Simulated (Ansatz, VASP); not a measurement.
**One calculation of W, two programs**

```
W
1.0
     0.00000    2.03000    2.06045
     2.03000    0.00000    2.06045
     2.03000    2.03000    0.00000
W
1
Direct
  0.00000 0.00000 0.00000
```

Change from the starting cell: strain +0.000 along x and y, +0.015 along z, atoms carried along.

Alike in both runs: task single point; functional PBEsol; k mesh 20 × 20 × 20; occupations gaussian, width 0.15 eV; no spin polarisation.

|  | VASP | Ansatz |
| --- | --- | --- |
| version | VASP 6.6.1 | Ansatz 0.2.0 |
| potentials or method | VASP PAW PBE potentials, release 64 (W_sv), cutoff 520 eV | scalar-relativistic, plane waves, PAW |
| valence electrons in the cell | 14 | 14 |

```csv
,VASP,Ansatz,Ansatz less VASP
gap on the k mesh at the Fermi level (eV),none,none,-
pressure (GPa),-15.7,-16.2,-0.42
"traceless stress, the component that is largest in VASP (GPa)",3.06,3.04,-0.020
```

VASP's potentials were made for PBE, not for PBEsol. A gap of «none» marks a metal or a gap that the smearing closes.

Neither program's run includes spin-orbit coupling.
